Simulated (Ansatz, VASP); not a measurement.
# One calculation of Sb3Ru, two programs

Contents of INCAR:

```
SYSTEM = Sb3Ru
  PREC = Accurate
  ENCUT = 600
  EDIFF = 1E-6
  ISMEAR = 0
  SIGMA = 0.1
  LREAL = .FALSE.
  LASPH = .TRUE.
  NELM = 100
  ALGO = Normal
  ISIF = 3
  LWAVE = .FALSE.
  LCHARG = .FALSE.
  GGA = PE
  IBRION = 2
  NSW = 100
  EDIFFG = -0.01
```

Contents of KPOINTS:

```
Automatic mesh
0
G
  10 10 10
  0 0 0
```

The input POSCAR:

```
Sb3Ru
1.0
    4.5529273392      0.0000000000      0.0000000000
    0.0000000000      4.5529273392      0.0000000000
    0.0000000000      0.0000000000      4.5529273392
Sb Ru
3 1
Direct
    0.0000000000      0.5000000000      0.5000000000
    0.5000000000      0.0000000000      0.5000000000
    0.5000000000      0.5000000000      0.0000000000
    0.0000000000      0.0000000000      0.0000000000
```

Input for Ansatz:

```yaml
crystal:
  lattice:
    - [4.5529273392, 0.0, 0.0]
    - [0.0, 4.5529273392, 0.0]
    - [0.0, 0.0, 4.5529273392]
  atoms:
    - { symbol: Sb, position: [0.0, 0.5, 0.5] }
    - { symbol: Sb, position: [0.5, 0.0, 0.5] }
    - { symbol: Sb, position: [0.5, 0.5, 0.0] }
    - { symbol: Ru, position: [0.0, 0.0, 0.0] }
basis:
  ecutwfc: 420
kpoints:
  mp_grid: { grid: [10, 10, 10] }
hamiltonian:
  xc: pbe
scf:
  occupations: { method: gaussian, width: 0.1 }
output:
  forces: true
  stress: true
  eigenvalues: true
relax:
  adjacent_minimum: "off"
  f_tol: 0.01
  max_steps: 80
  cell: { stress_tol: 0.05 }
```

Alike in both runs: task relaxation of cell and atoms; functional PBE; k mesh 10 × 10 × 10; occupations gaussian, width 0.1 eV; no spin polarisation.

```csv
,VASP,Ansatz
version,VASP 6.6.1,Ansatz 0.2.0
potentials or method,"VASP PAW PBE potentials, release 64 (Sb, Ru_pv), cutoff 600 eV","scalar-relativistic, plane waves, PAW"
valence electrons in the cell,29,61
```

|  | VASP | Ansatz | Ansatz less VASP |
| --- | --- | --- | --- |
| gap on the k mesh at the Fermi level, each at its own relaxed structure (eV) | none | none | - |
| relaxed volume (Å³/atom) | 22.68 | 22.70 | +0.025 |
| relaxed cell length with the largest relative difference (Å) | 4.493 | 4.495 | +0.0016 |

A gap of «none» marks a metal or a gap that the smearing closes. VASP's potentials hold 29 valence electrons a cell and Ansatz's 61, so a difference there can come from the potentials and not from the codes.

Neither program's run includes spin-orbit coupling.
